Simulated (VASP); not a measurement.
# HfO2 (P1) in VASP: relaxation of cell and atoms with r2SCAN

Aim: the relaxation of cell and atoms of HfO2 with r2SCAN.

Program: VASP 6.6.1. These are calculated values, not measurements. Logs are shortened: lines on timing, memory, paths and dates and some standing lists are left out, and cuts for length are marked.

### Step 1. The cell of the first run

The typed cell holds 3 atoms: a = 3.376 Å, b = 4.329 Å, c = 3.721 Å, α = 54.77°, β = 52.84°, γ = 45.62°.

### Step 2. Relaxation of cell and atoms, r2SCAN

The input, POSCAR:

```
HfO2
1.0
    0.6472086511      2.0761908625      2.5827649848
    2.9685173733      0.0797357762      3.1502378597
    2.7820370285      2.4571833926      0.2662161210
Hf O
1 2
Direct
    0.0007517460      0.0021533539     -0.0130872145
    0.2360484983      0.2476181199      0.2607373948
    0.7631997557      0.7502285262      0.7523498196
```

The input, INCAR.step1:

```
SYSTEM = HfO2
PREC = Accurate ; ENCUT = 600
ISMEAR = 0 ; SIGMA = 0.05
LREAL = .False. ; LASPH = .True.
NELM = 100 ; GGA = PE
ALGO = Normal ; EDIFF = 1E-4
LWAVE = .True. ; LCHARG = .False.
```

The input, INCAR.step2:

```
SYSTEM = HfO2
PREC = Accurate ; ENCUT = 600
EDIFF = 1E-6 ; ISMEAR = 0
SIGMA = 0.05 ; LREAL = .False.
LASPH = .True. ; NELM = 100
ALGO = Normal ; ISIF = 3
LWAVE = .False. ; LCHARG = .False.
METAGGA = R2SCAN ; LMIXTAU = .True.
IBRION = 2 ; NSW = 100
EDIFFG = -0.01 ; ISTART = 1
```

The input, KPOINTS:

```
regular mesh
0
Gamma
  8 8 8
  0 0 0
```

Potentials or basis: VASP PAW PBE potentials, release 64 (Hf_pv, O).

Launch:

```sh
$ cat potpaw_PBE.64/Hf_pv/POTCAR potpaw_PBE.64/O/POTCAR > POTCAR
$ cp INCAR.step1 INCAR
$ mpirun -np 1 vasp_std > vasp.out
$ cp INCAR.step2 INCAR
$ mpirun -np 1 vasp_std > vasp.out
```

OUTCAR:

```text
SYSTEM = HfO2
   PREC = Accurate
   ENCUT = 600
   EDIFF = 1E-6
   ISMEAR = 0
   LREAL = .False.
   LASPH = .True.
   NELM = 100
   ISIF = 3
   METAGGA = R2SCAN
   IBRION = 2
   NSW = 100
   EDIFFG = -0.01
   ISTART = 1

 ion  position               nearest neighbor table
   1  0.001  0.002  0.987-   3 1.74   2 1.75   2 2.08   3 2.20   3 2.40   3 2.42   2 2.42   2 2.49

   2  0.236  0.248  0.261-   1 1.75   1 2.08   1 2.42   1 2.49
   3  0.763  0.750  0.752-   1 1.74   1 2.20   1 2.40   1 2.42

  Warning from LATTYP: Got some problem with cell dimensions!
  Tried to take original basis but could not verify dimensions!
  LATTYP: Found a triclinic cell.
 ALAT       =     3.1731760347
 B/A-ratio  =     2.1582278330
 C/A-ratio  =     1.1727484564
 COS(alpha) =     0.0146085773
 COS(beta)  =     0.5300130878
 COS(gamma) =     0.7712304743

  Lattice vectors:

 A1 = (  -2.1348283774,  -0.3809925301,   2.3165488638)
 A2 = (  -3.8089284485,   3.6916534187,   4.3318409737)
 A3 = (  -2.7820370285,  -2.4571833926,  -0.2662161210)

Analysis of symmetry for initial positions (statically):
=====================================================================
 Subroutine PRICEL returns:
 Original cell was already a primitive cell.

 Routine SETGRP: Setting up the symmetry group for a
 triclinic supercell.

 Subroutine GETGRP returns: Found  1 space group operations
 (whereof  1 operations were pure point group operations)
 out of a pool of  2 trial point group operations.

The static configuration has the point symmetry C_1 .

Analysis of symmetry for dynamics (positions and initial velocities):
=====================================================================
 Subroutine PRICEL returns:
 Original cell was already a primitive cell.

 Routine SETGRP: Setting up the symmetry group for a
 triclinic supercell.

 Subroutine GETGRP returns: Found  1 space group operations
 (whereof  1 operations were pure point group operations)
 out of a pool of  2 trial point group operations.

The dynamic configuration has the point symmetry C_1 .

 Subroutine INISYM returns: Found  1 space group operations
 (whereof  1 operations are pure point group operations),
 and found     1 'primitive' translations

----------------------------------------------------------------------------------------

                                     Primitive cell

  volume of cell :      29.8253

  direct lattice vectors                    reciprocal lattice vectors
     0.647208651  2.076190862  2.582764985    -0.258823478  0.267350670  0.237126405
     2.968517373  0.079735776  3.150237860     0.194251651 -0.235137714  0.140341621
[... 92 lines left out ...]
   NFREE  =      1    steps in history (QN), initial steepest desc. (CG)
   ISIF   =      3    stress and relaxation
   ISYM   =      2    0-nonsym 1-usesym 2-fastsym
   POTIM  = 0.5000    time-step for ionic-motion
   TEBEG  =    0.0;   TEEND  =   0.0 temperature during run
   PSTRESS=    0.0 pullay stress
   NELECT =      22.0000    total number of electrons
   NUPDOWN=      -1.0000    fix difference up-down
   EMIN   =  10.00;   EMAX   =-10.00  energy-range for DOS
   EFERMI =   0.00;   METHOD = LEGACY
   ISMEAR =     0;   SIGMA  =   0.05  broadening in eV -4-tet -1-fermi 0-gaus
   EFERMI_NEDOS =   21; number of points for ismear=-14 and -15
   IALGO  =     38    algorithm
   IMIX   =      4    mixing-type and parameters
     AMIX     =   0.40;   BMIX     =  1.00
     AMIX_MAG =   1.60;   BMIX_MAG =  1.00
  volume/ion in A,a.u.               =       9.94        67.09
  Fermi-wavevector in a.u.,A,eV,Ry     =   1.479179  2.795244 29.769160  2.187972
  Thomas-Fermi vector in A             =   2.593369
   LORBIT       =      0    0 simple, 1 ext, 2 COOP (PROOUT), +10 PAW based schemes
   METAGGA = R2SCAN    functional components
   LHFCALC =     F    Hartree Fock is set to
   AEXX    =    0.0000 exact exchange contribution
   IVDW    =     0    specifies the selected vdW correction
   LEPSILON=     F    determine dielectric tensor
   LRPA    =     F    only Hartree local field effects (RPA)
 conjugate gradient relaxation of ions
 non-spin polarized calculation
 Gauss-broadening in eV      SIGMA  =   0.05
  energy-cutoff  :      600.00
  volume of cell :       29.83
 maximum number of plane-waves:      1008
   NGX = 13   NGY = 17   NGZ = 15

--------------------------------------- Ionic step        1  -------------------------------------------

 number of electron      22.0000000 magnetization

 Free energy of the ion-electron system (eV)
  ---------------------------------------------------
  ext. energy  EPLUGINS =         0.00000000
  ---------------------------------------------------
  free energy    TOTEN  =       -64.25351652 eV

  energy without entropy =      -64.25351652  energy(sigma->0) =      -64.25351652

------------------------ aborting loop because EDIFF is reached ----------------------------------------

  FORCE on cell =-STRESS in cart. coord.  units (eV):
  Direction    XX          YY          ZZ          XY          YZ          ZX
  --------------------------------------------------------------------------------------
  -------------------------------------------------------------------------------------
  Total       11.9149668     22.8839955     10.1854029    -11.3048561     11.9678553    -15.5939636
  in kB      640.0571413   1229.2996703    547.1471293   -607.2827587    642.8982463   -837.6882563
  external PRESSURE =     805.5013136 kB  Pullay stress =       0.0000000 kB
[... 965 lines left out ...]
      4     -15.7439      2.00000
      5     -14.6530      2.00000
      6      -1.8582      2.00000
      7      -1.7037      2.00000
      8      -0.3103      2.00000
      9       0.2306      2.00000
     10       0.7865      2.00000
     11       1.5768      2.00000
     12       4.6611      0.00000
     13       5.7553      0.00000
     14       6.3629      0.00000
     15       7.9108      0.00000

 [... further k-points ...]

[... ionic steps 4 to 23 ...]

--------------------------------------- Ionic step       24  -------------------------------------------

 number of electron      21.9999998 magnetization

------------------------ aborting loop because EDIFF is reached ----------------------------------------
[... 69 lines left out ...]
--------------------------------------- Ionic step       26  -------------------------------------------

 number of electron      21.9999998 magnetization

 Free energy of the ion-electron system (eV)
  ---------------------------------------------------
  ext. energy  EPLUGINS =         0.00000000
  ---------------------------------------------------
  free energy    TOTEN  =       -68.52358289 eV

  energy without entropy =      -68.52358289  energy(sigma->0) =      -68.52358289

 E-fermi :   4.3582     XC(G=0): -12.7311

 val. band max:        4.1431088176   @ k =   0.5000  -0.0000   0.5000
 cond. band min:       8.5067686702   @ k =   0.5000   0.5000  -0.0000
 fundamental gap:      4.3636598526
 Fermi energy:         4.3582282675
[... 462 lines left out ...]
  FREE ENERGIE OF THE ION-ELECTRON SYSTEM (eV)
  ---------------------------------------------------
  free  energy   TOTEN  =       -68.5235828881 eV

  energy  without entropy=      -68.5235828881  energy(sigma->0) =      -68.52358289

 reached required accuracy - stopping structural energy minimisation
```

Run time: 1.8 h. Hardware: 1 thread of Intel Xeon 6975P-C (Granite Rapids), shared host; peak memory 0.32 GiB.

What came out:

| Property | Result |
| --- | --- |
| Free energy | -68.5236 eV |
| Relaxed volume | 10.58 Å³/atom |
| Relaxed cell | a = 3.533 Å, b = 3.575 Å, c = 3.579 Å, α = 59.96°, β = 59.64°, γ = 59.47° |
| Space group after relaxing (to 0.1 Å) | Fm-3m (No. 225) |
| Pressure after relaxing | 0.0 GPa |
| Largest force after relaxing | 0.004 eV/Å |
| Band gap on the k mesh | 4.36 eV |

Forces on the atoms (eV/Å):
```
Hf  -0.001  0.000  0.001
O    0.002  0.001  0.002
O   -0.001 -0.001 -0.003
```

Final structure:
```
CELL_PARAMETERS angstrom
0.03933 2.49196 2.50428
2.53656 0.00329 2.51942
2.52904 2.53212 -0.00749
ATOMIC_POSITIONS crystal
Hf 0.99997 0.99999 0.00004
O 0.24704 0.25065 0.25122
O 0.75299 0.74936 0.74874
```

Caveat: a cell axis changed by over 15 % at a fixed basis, so the end point is rough; the PAW data sets were made with another functional, which shifts forces and pressure a little; spin-orbit coupling is left out, which moves the levels of the heavy elements. Zero-point motion and thermal expansion aren't in these numbers.
